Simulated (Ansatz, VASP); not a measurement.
GaN in VASP and in Ansatz

Contents of POSCAR:

```
GaN
1.0
    0.0000000000      2.1352350000      2.1352350000
    2.1352350000      0.0000000000      2.1352350000
    2.1352350000      2.1352350000      0.0000000000
Ga N
1 1
Direct
    0.0000000000      0.0000000000      0.0000000000
    0.5000000000      0.5000000000      0.5000000000
```

The input INCAR.step1:

```
PREC = Accurate
ENCUT = 910
ISMEAR = -1
SIGMA = 0.05
LREAL = F
LASPH = T
NELM = 120
NBANDS = 16
GGA = PE
ALGO = Normal
EDIFF = 1E-5
LWAVE = T
LCHARG = F
GGA_COMPAT = F
```

File INCAR.step2:

```
PREC = Accurate
ENCUT = 910
EDIFF = 1E-6
ISMEAR = -1
SIGMA = 0.05
LREAL = F
LASPH = T
NELM = 120
ALGO = Normal
ISIF = 2
LWAVE = F
LCHARG = F
METAGGA = R2SCAN
LMIXTAU = T
NBANDS = 16
ISTART = 1
GGA_COMPAT = F
```

KPOINTS

```
Automatic mesh
0
Gamma
  11 11 11
```

Contents of input.yaml:

```yaml
crystal:
  lattice:
    - [0.0, 2.135235, 2.135235]
    - [2.135235, 0.0, 2.135235]
    - [2.135235, 2.135235, 0.0]
  atoms:
    - { symbol: Ga, position: [0.0, 0.0, 0.0] }
    - { symbol: "N", position: [0.5, 0.5, 0.5] }
hamiltonian:
  xc: r2scan
  pseudopotentials: { kind: paw }
kpoints:
  mp_grid: { grid: [11, 11, 11] }
  band_path:
    path:
      - [[0.0, 0.0, 0.0], [0.5, 0.0, 0.5], [0.5, 0.25, 0.75], [0.375, 0.375, 0.75], [0.0, 0.0, 0.0], [0.5, 0.5, 0.5], [0.625, 0.25, 0.625], [0.5, 0.25, 0.75], [0.5, 0.5, 0.5], [0.375, 0.375, 0.75]]
      - [[0.625, 0.25, 0.625], [0.5, 0.0, 0.5]]
    npoints: 14
scf:
  occupations: { method: fermi_dirac, width: 0.05 }
  n_extra_bands: 6
output:
  forces: true
  stress: true
  eigenvalues: true
  fatbands: false
```

Alike in both runs: functional r2SCAN; k mesh 11 × 11 × 11; occupations fermi-dirac, width 0.05 eV; no spin polarisation.

|  | VASP | Ansatz |
| --- | --- | --- |
| version | VASP 6.6.1 | Ansatz 0.2.0 |
| potentials or method | VASP PAW PBE potentials, release 64 (Ga_d, N_h) | Ansatz PAW |
| plane-wave cutoff (eV) | 910 | 500 |
| valence electrons in the cell | 18 | 18 |
| task | single point | band structure |

|  | VASP | Ansatz | Ansatz less VASP |
| --- | --- | --- | --- |
| gap on the k mesh at the Fermi level (eV) | 1.04 | 1.06 | +0.019 |
| least direct gap on the mesh (eV) | 2.91 | 2.89 | -0.025 |

VASP's potentials were made for PBE, not for r2SCAN.

Noted on VASP's run: the cutoff is short for stress, so the pressure is rough. Noted on Ansatz's run: the k mesh misses the band edges, so the gap on the mesh is wider than the one along the path.
